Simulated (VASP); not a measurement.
Input of a VASP 6.6.1 run:

Contents of INCAR:

```
PREC = Accurate ; ENCUT = 520
EDIFF = 1E-6 ; ISMEAR = 0
SIGMA = 0.15 ; LREAL = False
LASPH = True ; NELM = 100
ALGO = Fast ; ISIF = 2
LWAVE = False ; LCHARG = False
GGA = PE ; NBANDS = 13
```

The input KPOINTS:

```
Automatic mesh
0
Gamma
  22 22 22
```

The input POSCAR:

```
W
1.0
   -1.6531314880      1.6531314880      1.6531314880
    1.6531314880     -1.6531314880      1.6531314880
    1.6531314880      1.6531314880     -1.6531314880
W
1
Direct
    0.0000000000      0.0000000000      0.0000000000
```

Potentials or basis: VASP PAW PBE potentials, release 64 (W_sv).

Command:

```bash
$ cat potpaw_PBE.64/W_sv/POTCAR > POTCAR
$ mpirun -np 1 vasp_std > vasp.out
```

Estimate the pressure.

-26.7 GPa.

What does it give for the band gap on the k mesh?

Zero (band 7 reaches 13.91 eV, above the bottom of band 8 at 8.60 eV).

Caveat: spin-orbit coupling is left out, which moves the levels of the heavy elements.
